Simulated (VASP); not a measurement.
# Si in VASP: a series of runs

Runs on Si. Level: PBE. Tasks: single point.

Everything below comes from runs of VASP 6.6.1. Logs are shortened: lines on timing, memory, paths and dates and some standing lists are left out, and cuts for length are marked.

## 1. The cell of the first run

The cell holds an amorphous packing of atoms, 20 atoms: a = 7.285 Å, b = 7.472 Å, c = 7.157 Å, α = 90.92°, β = 93.86°, γ = 89.77°.

## 2. Single point, PBE

Input file INCAR:

```
SYSTEM = Si
ALGO = Normal
EDIFF = 1E-6
ENCUT = 520
GGA = PE
ISIF = 2
ISMEAR = -1
ISYM = 0
LASPH = .TRUE.
LCHARG = .FALSE.
LREAL = Auto
LWAVE = .FALSE.
NBANDS = 56
NELM = 60
PREC = Accurate
SIGMA = 0.1568
```

Input file KPOINTS:

```
Automatic mesh
0
Gamma
  1 1 1
  0.25 0.25 0.25
```

Input file POSCAR:

```
Si
1.0
    7.2812860000      0.0138440000     -0.2431290000
    0.0138440000      7.4715990000     -0.0584000000
   -0.2431290000     -0.0584000000      7.1523540000
Si
20
Direct
    0.2079518622      0.1806824225      0.4349228215
    0.4463868504      0.7152369943     -0.1212193316
    0.8926396216      0.9442010727      0.1704194061
   -0.2353087863      0.2584732390      0.1689174567
    0.5153273720      0.8840409147      0.1487055895
   -0.0191183712      0.9272735235      0.5084290491
    0.2728257229      1.0035070307      0.7456357244
   -0.0135998374      0.6345750103      0.6752865792
   -0.2499656628      0.2780373109      0.8036090604
    0.6758930656      1.0732394330      0.6056975631
    0.4996610753      0.6267509553      0.2996595741
    0.8972011047      0.3422137939      0.5078269187
    0.4672507414      1.1750558671      1.0024462531
    0.1847807334      0.3877008552      1.1749388082
    0.8425168885      0.5715429883      0.1740551990
    0.6565869150      0.6090108957      0.6020888446
    0.8162300148      0.7253465028     -0.1108716902
    0.5224210077      0.3216736734      0.4732550206
    0.2288458283     -0.0089126360      0.1413099183
    1.0362928726      0.1945884525     -0.0406793602
```

Potentials or basis: VASP PAW PBE potentials, release 64 (Si).

Run with:

```
> cat potpaw_PBE.64/Si/POTCAR > POTCAR
> mpirun -np 1 vasp_std > vasp.out
```

OUTCAR:

```text
SYSTEM = Si
   EDIFF = 1E-6
   ENCUT = 520
   GGA = PE
   ISIF = 2
   ISMEAR = -1
   ISYM = 0
   LASPH = .TRUE.
   LREAL = Auto
   NELM = 60
   PREC = Accurate

 ion  position               nearest neighbor table
   1  0.208  0.181  0.435-  14 2.44  18 2.52  19 2.53   6 2.60   7 2.62  12 2.64
   2  0.446  0.715  0.879-   5 2.32   7 2.65  16 2.69  17 2.69  11 3.09
   3  0.893  0.944  0.170-   6 2.47  19 2.50   4 2.52  17 2.61  20 2.68   5 2.78  15 2.81
   4  0.765  0.258  0.169-  15 2.41  13 2.48   3 2.52  20 2.60   9 2.62  12 2.62  18 2.93
   5  0.515  0.884  0.149-  11 2.23  19 2.23   2 2.32  13 2.44   3 2.78
   6  0.981  0.927  0.508-   3 2.47   8 2.51   1 2.60  10 2.60   7 2.69
   7  0.273  0.004  0.746-  13 2.57   1 2.62   2 2.65   6 2.69  20 2.76  19 2.87
   8  0.986  0.635  0.675-  17 2.13  16 2.43   6 2.51  12 2.54
   9  0.750  0.278  0.804-  10 2.12  20 2.38  12 2.49   4 2.62  13 2.70  18 2.82  16 2.94
  10  0.676  0.073  0.606-   9 2.12  18 2.34   6 2.60  12 2.71
  11  0.500  0.627  0.300-   5 2.23  16 2.38  18 2.61  15 2.74  14 2.99   2 3.09
  12  0.897  0.342  0.508-   9 2.49   8 2.54   4 2.62   1 2.64  10 2.71  18 2.73  16 2.75  15 2.97

  13  0.467  0.175  0.002-   5 2.44   4 2.48  19 2.49   7 2.57   9 2.70  14 2.92  20 3.14
  14  0.185  0.388  0.175-  20 2.31   1 2.44  15 2.84  13 2.92  19 2.99  11 2.99
  15  0.843  0.572  0.174-  17 2.35   4 2.41  11 2.74   3 2.81  14 2.84  12 2.97
  16  0.657  0.609  0.602-  11 2.38   8 2.43  17 2.44  18 2.50   2 2.69  12 2.75   9 2.94
  17  0.816  0.725  0.889-   8 2.13  15 2.35  16 2.44   3 2.61   2 2.69
  18  0.522  0.322  0.473-  10 2.34  16 2.50   1 2.52  11 2.61  12 2.73   9 2.82   4 2.93
  19  0.229  0.991  0.141-   5 2.23  20 2.40  13 2.49   3 2.50   1 2.53   7 2.87  14 2.99
  20  0.036  0.195  0.959-  14 2.31   9 2.38  19 2.40   4 2.60   3 2.68   7 2.76  13 3.14

IMPORTANT INFORMATION: All symmetrisations will be switched off!
NOSYMM: (Re-)initialisation of all symmetry stuff for point group C_1.

----------------------------------------------------------------------------------------

                                     Primitive cell

  volume of cell :     388.6410

  direct lattice vectors                    reciprocal lattice vectors
     7.281286000  0.013844000 -0.243129000     0.137494796 -0.000218244  0.004672060
     0.013844000  7.471599000 -0.058400000    -0.000218244  0.133849048  0.001085478
    -0.243129000 -0.058400000  7.152354000     0.004672060  0.001085478  0.139981789

  length of vectors
     7.285357176  7.471840057  7.156723413     0.137574324  0.133853627  0.140063941

  position of ions in fractional coordinates (direct lattice)
     0.207951862  0.180682422  0.434922822
     0.446386850  0.715236994  0.878780668
     0.892639622  0.944201073  0.170419406
     0.764691214  0.258473239  0.168917457
     0.515327372  0.884040915  0.148705589
     0.980881629  0.927273523  0.508429049
[... 12 lines left out ...]
     0.228845828  0.991087364  0.141309918
     0.036292873  0.194588452  0.959320640
[... 84 lines left out ...]
   EMIN   =  10.00;   EMAX   =-10.00  energy-range for DOS
   EFERMI =   0.00;   METHOD = LEGACY
   ISMEAR =    -1;   SIGMA  =   0.16  broadening in eV -4-tet -1-fermi 0-gaus
   EFERMI_NEDOS =   21; number of points for ismear=-14 and -15
   IALGO  =     38    algorithm
   IMIX   =      4    mixing-type and parameters
     AMIX     =   0.40;   BMIX     =  1.00
     AMIX_MAG =   1.60;   BMIX_MAG =  1.00
  volume/ion in A,a.u.               =      19.43       131.13
  Fermi-wavevector in a.u.,A,eV,Ry     =   0.966619  1.826645 12.712633  0.934352
  Thomas-Fermi vector in A             =   2.096436
   LORBIT       =      0    0 simple, 1 ext, 2 COOP (PROOUT), +10 PAW based schemes
   GGA     = PE    functional components
   LHFCALC =     F    Hartree Fock is set to
   AEXX    =    0.0000 exact exchange contribution
   IVDW    =     0    specifies the selected vdW correction
   LEPSILON=     F    determine dielectric tensor
   LRPA    =     F    only Hartree local field effects (RPA)
 non-spin polarized calculation
  energy-cutoff  :      520.00
  volume of cell :      388.64
 maximum number of plane-waves:     10463
 NGX is ok and might be reduce to    54
   NGX = 27   NGY = 27   NGZ = 27

 number of electron      80.0000002 magnetization

 Free energy of the ion-electron system (eV)
  ---------------------------------------------------
  ext. energy  EPLUGINS =         0.00000000
  ---------------------------------------------------
  free energy    TOTEN  =       -95.15978538 eV

  energy without entropy =      -94.39804394  energy(sigma->0) =      -94.77891466

 E-fermi :   6.2982     XC(G=0):  -9.6583

 val. band max:        6.1612711726   @ k =   0.2500   0.2500   0.2500
 cond. band min:       6.4145971145   @ k =   0.2500   0.2500   0.2500
 fundamental gap:      0.2533259420
 Fermi energy:         6.2982280695

 k-point     1 :       0.2500    0.2500    0.2500
  band No.  band energies     occupation
      1      -6.3232      2.00000
      2      -5.6138      2.00000
      3      -4.9307      2.00000
      4      -4.6268      2.00000
      5      -4.0658      2.00000
      6      -3.0753      2.00000
[... 44 lines left out ...]
     51       8.4403      0.00000
     52       8.5941      0.00000
 [bands above 52 left out]

------------------------ aborting loop because EDIFF is reached ----------------------------------------

  FORCE on cell =-STRESS in cart. coord.  units (eV):
  Direction    XX          YY          ZZ          XY          YZ          ZX
  --------------------------------------------------------------------------------------
  -------------------------------------------------------------------------------------
  Total       -2.3874856      1.3303598      4.8944575      3.3453182      2.1665960      5.7055604
  in kB       -9.8424399      5.4844251     20.1774634     13.7911167      8.9318198     23.5212456
  external PRESSURE =       5.2731495 kB  Pullay stress =       0.0000000 kB

 VOLUME and BASIS-vectors are now :
 -----------------------------------------------------------------------------
  energy-cutoff  :      520.00
  volume of cell :      388.64
      direct lattice vectors                 reciprocal lattice vectors
     7.281286000  0.013844000 -0.243129000     0.137494796 -0.000218244  0.004672060
     0.013844000  7.471599000 -0.058400000    -0.000218244  0.133849048  0.001085478
    -0.243129000 -0.058400000  7.152354000     0.004672060  0.001085478  0.139981789

 POSITION                                       TOTAL-FORCE (eV/Angst)
 -----------------------------------------------------------------------------------
      1.41092      1.32747      3.04961        -0.048218     -0.358176      0.760479
      3.04652      5.29882      6.13505        -0.240651     -0.358266     -1.243716
      6.47120      7.05710      0.94673        -0.649209     -0.761495      0.127286
      5.53044      1.93193      1.00714        -0.522061     -0.052340      0.448543
      3.72833      6.60365      0.88668         1.520850      1.014975      0.124629
      7.03130      6.91210      3.34383        -0.330832     -0.054447      0.088017
[... 12 lines left out ...]
      1.64566      7.39992      0.89718        -1.368873      0.297564      0.650430
      0.03371      1.39837      6.84121         0.466012     -0.196216     -0.934243
 -----------------------------------------------------------------------------------
    total drift:                               -0.008261      0.004520     -0.003449

  FREE ENERGIE OF THE ION-ELECTRON SYSTEM (eV)
  ---------------------------------------------------
  free  energy   TOTEN  =       -95.1597853834 eV

  energy  without entropy=      -94.3980439383  energy(sigma->0) =      -94.77891466
```

It took 46 s on 1 thread of Intel Xeon Platinum 8375C at 2.90GHz (Ice Lake), shared host; peak memory 0.35 GiB.

What came out:

```yaml
Free_energy: -95.1598 eV
Pressure: 0.5 GPa
Largest_force: 3.537 eV/Å
Band_gap_on_the_k_mesh: 0.25 eV
```

Forces in eV/Å, atoms in the order of the input:
```
Si  -0.048 -0.358  0.760
Si  -0.241 -0.358 -1.244
Si  -0.649 -0.761  0.127
Si  -0.522 -0.052  0.449
Si   1.521  1.015  0.125
Si  -0.331 -0.054  0.088
Si   0.375  0.134  0.066
Si   2.130 -0.265 -2.237
Si  -0.002  2.315  1.839
Si  -0.373 -2.690 -2.066
Si   0.848 -1.604  0.417
Si   0.651 -0.107 -0.167
Si  -0.284  1.097 -0.526
Si   0.895  0.815 -0.326
Si  -0.303  0.009  0.527
Si  -1.012  0.039 -0.110
Si  -1.537  0.921  3.049
Si  -0.215 -0.195 -0.488
Si  -1.369  0.298  0.650
Si   0.466 -0.196 -0.934
```

Caveat: the k points lie up to 0.88 Å⁻¹ apart.

## 3. Single point, PBE

Input file INCAR:

```
SYSTEM = Si
PREC = Accurate
ENCUT = 520
EDIFF = 1E-6
ISMEAR = -1
SIGMA = 0.1568
LREAL = Auto
LASPH = .TRUE.
NELM = 80
ALGO = Normal
ISIF = 2
LWAVE = .FALSE.
LCHARG = .FALSE.
GGA = PE
ISYM = 0
NBANDS = 56
```

KPOINTS is that of step 2.

Input file POSCAR:

```
Si
1.0
    7.2812860000      0.0138440000     -0.2431290000
    0.0138440000      7.4715990000     -0.0584000000
   -0.2431290000     -0.0584000000      7.1523540000
Si
20
Direct
    0.1650908954      0.1494768038      0.4747989025
    0.3029310699      0.6234369432     -0.2546811797
    0.7309486316      0.9631400401      0.0740995466
   -0.0273909069      0.2252951785      0.1476375071
    0.4027846598      0.9184332900      0.0835856469
   -0.1096490479      0.8955047237      0.5160482287
    0.1562867216      0.8909519426      0.7357067936
   -0.0329229465      0.6082763679      0.6300054243
   -0.3820037760      0.4323735733      0.7089982432
    0.5096872975      1.1873777862      0.4922738200
    0.5271622998      0.6498753459     -0.0290407657
    0.8813644446      0.2534496393      0.6304568699
    0.4639545641      1.1456325528      0.8535962776
    0.2691387257      0.4805980393      1.1117942924
    1.0016635056      0.5474918076      0.2562546496
    0.5621118361      0.8385535923      0.3756687964
    0.9002160082      0.6477862534     -0.0458268236
    0.4197891683      0.5315535883      0.4482674725
    0.0777939099     -0.1047302579      0.1127994655
    1.1563731914      0.2269931051     -0.0826663145
```

Potentials or basis: VASP PAW PBE potentials, release 64 (Si).

Run with:

```
> cat potpaw_PBE.64/Si/POTCAR > POTCAR
> mpirun -np 1 vasp_std > vasp.out
```

It took 47 s on 1 thread of Intel Xeon Platinum 8375C at 2.90GHz (Ice Lake), shared host; peak memory 0.34 GiB.

It converged, with:

```
Free energy            : -96.2595 eV
Pressure               : -1.8 GPa
Largest force          : 2.280 eV/Å
Band gap on the k mesh : 0.23 eV
```

Forces in eV/Å, atoms in the order of the input:
```
Si  -0.850 -0.373 -0.230
Si  -1.156 -0.793 -1.535
Si   0.659  0.152  0.425
Si  -1.168 -0.711  1.769
Si  -0.429 -0.053  0.227
Si  -0.533  0.807 -0.967
Si   0.183  1.697  0.363
Si  -0.498 -0.983  0.026
Si   0.631  0.363  0.704
Si  -0.610 -1.224 -0.015
Si   1.516 -0.488  1.184
Si   1.340 -0.405  0.098
Si   0.175  0.061 -1.057
Si   1.389  0.061  0.393
Si  -0.388  0.516  0.296
Si   0.869  1.153  0.313
Si  -1.409  0.371  0.278
Si   0.071 -0.595 -0.506
Si  -0.141  0.358  0.487
Si   0.348  0.086 -2.251
```

Stress tensor (GPa, compression positive):
```
 0.12 -0.47  5.00
-0.47 -4.65  3.51
 5.00  3.51 -0.94
```

Levels at points of the mesh, in eV from the valence-band top:
| k point | band 37 | band 38 | band 39 | band 40 | band 41 | band 42 | band 43 | band 44 |
| --- | --- | --- | --- | --- | --- | --- | --- | --- |
| (0.25, 0.25, 0.25) | -0.91 | -0.55 | -0.17 | 0.00 | 0.23 | 0.48 | 0.63 | 0.84 |

Caveat: the k points lie up to 0.88 Å⁻¹ apart.
